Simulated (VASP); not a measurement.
Here is a VASP 6.6.1 calculation.

File INCAR:

```
PREC = Accurate
ENCUT = 520
EDIFF = 1E-6
ISMEAR = 0
SIGMA = 0.1
LREAL = F
LASPH = T
NELM = 80
ALGO = Normal
ISIF = 2
LWAVE = F
LCHARG = F
GGA = PE
NBANDS = 28
```

KPOINTS

```
Automatic mesh
0
Gamma
  12 12 10
```

POSCAR

```
SnO
1.0
    3.8685892681      0.0000000000      0.0000000000
    0.0000000000      3.8685892681      0.0000000000
    0.0000000000      0.0000000000      5.0662114612
Sn O
2 2
Direct
    0.5000000000      0.0000000000      0.2287524901
    0.0000000000      0.5000000000      0.7712475099
    0.0000000000      0.0000000000      0.0000000000
    0.5000000000      0.5000000000      0.0000000000
```

Potentials or basis: VASP PAW PBE potentials, release 64 (Sn_d, O).

Run with:

```console
$ cat potpaw_PBE.64/Sn_d/POTCAR potpaw_PBE.64/O/POTCAR > POTCAR
$ mpirun -np 1 vasp_std > vasp.out
```

Q: Predict the band gap on the k mesh.

A: 0.50 eV (least direct gap 1.91 eV).

Q: Predict the pressure.

A: 0.2 GPa.

Q: Predict the largest force.

A: 0.077 eV/Å.

Forces on the atoms (eV/Å):
```
Sn   0.000  0.000  0.077
Sn   0.000  0.000 -0.077
O    0.000  0.000  0.000
O    0.000  0.000  0.000
```

Caveat: spin-orbit coupling is left out, which moves the levels of the heavy elements. A k mesh can miss the band edges.
